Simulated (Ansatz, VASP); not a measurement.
## BC5 in VASP and in Ansatz

Contents of INCAR:

```
PREC = Accurate
ENCUT = 600
EDIFF = 1E-6
ISMEAR = 0
SIGMA = 0.1
LREAL = False
LASPH = True
NELM = 60
ALGO = Normal
ISIF = 3
LWAVE = False
LCHARG = False
GGA = PE
IBRION = 2
NSW = 90
EDIFFG = -0.04
```

The input KPOINTS:

```
Automatic mesh
0
Gamma
  6 6 6
```

POSCAR

```
BC5
1.0
    0.0000000000      2.6404573900      2.6404573900
    2.6404573900      0.0000000000      2.6404573900
    2.6404573900      2.6404573900      0.0000000000
B C
1 5
Direct
    0.2500000000      0.2500000000      0.2500000000
    0.5000000000      0.5000000000      0.5000000000
    0.8727480400      0.8727480400      0.8727480400
    0.8727480400      0.8727480400      0.3817558700
    0.8727480400      0.3817558700      0.8727480400
    0.3817558700      0.8727480400      0.8727480400
```

Input for Ansatz:

```yaml
crystal:
  lattice:
    - [0.0, 2.64045739, 2.64045739]
    - [2.64045739, 0.0, 2.64045739]
    - [2.64045739, 2.64045739, 0.0]
  atoms:
    - { symbol: B, position: [0.25, 0.25, 0.25] }
    - { symbol: C, position: [0.5, 0.5, 0.5] }
    - { symbol: C, position: [0.87274804, 0.87274804, 0.87274804] }
    - { symbol: C, position: [0.87274804, 0.87274804, 0.38175587] }
    - { symbol: C, position: [0.87274804, 0.38175587, 0.87274804] }
    - { symbol: C, position: [0.38175587, 0.87274804, 0.87274804] }
basis:
  ecutwfc: 420
kpoints:
  mp_grid: { grid: [6, 6, 6] }
hamiltonian:
  xc: pbe
scf:
  occupations: { method: gaussian, width: 0.1 }
  lower_state_search: "off"
output:
  forces: true
  stress: true
  eigenvalues: true
relax:
  adjacent_minimum: "off"
  f_tol: 0.04
  max_steps: 70
  cell: { stress_tol: 0.4 }
```

Alike in both runs: task relaxation of cell and atoms; functional PBE; k mesh 6 × 6 × 6; occupations gaussian, width 0.1 eV; no spin polarisation.

|  | VASP | Ansatz |
| --- | --- | --- |
| version | VASP 6.6.1 | Ansatz 0.2.0 |
| potentials or method | VASP PAW PBE potentials, release 64 (B, C), cutoff 600 eV | scalar-relativistic, plane waves, PAW |
| valence electrons in the cell | 23 | 23 |

```tsv
	VASP	Ansatz	Ansatz less VASP
gap on the k mesh at the Fermi level, each at its own relaxed structure (eV)	none	none	-
relaxed volume (Å³/atom)	8.46	8.42	-0.040
relaxed cell length with the largest relative difference (Å)	4.156	4.150	-0.0066
```

A gap of «none» marks a metal or a gap that the smearing closes.

Noted on VASP's run: the volume moved by over 15 % at a fixed basis, so the end points are rough; too few bands were computed for a metal, which touches its energy and stress.
